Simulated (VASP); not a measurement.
Sn:

```
Sn
1.0
     0.00000    3.18964    3.18964
     3.18964    0.00000    3.18964
     3.18964    3.18964    0.00000
Sn
2
Direct
  0.75000 0.75000 0.75000
  0.50000 0.50000 0.50000
```

Base run:

| Quantity | Value |
| --- | --- |
| Program | VASP 6.6.1 |
| Functional | BLYP |
| Potentials or basis | VASP PAW PBE potentials, release 64 (Sn_d) |
| Cutoff | 520 eV |
| k mesh | 7 × 7 × 7 |
| Occupations | fermi-dirac, width 0.05 eV |
| Spin | no spin polarisation |

Its results: band gap on the k mesh zero (filled and empty bands touch); pressure 9.1 GPa.

**Question.** The run is repeated on the same cell with these changes: functional from BLYP to PBE. What comes out?

**Answer.** Band gap on the k mesh zero (filled and empty bands touch); pressure 6.2 GPa.

PBE binds more tightly than BLYP, so the same cell stands under less pressure.

Caveats: spin-orbit coupling is left out, which moves the levels of the heavy elements; the PAW data sets were made with another functional, which shifts forces and pressure a little (some runs).
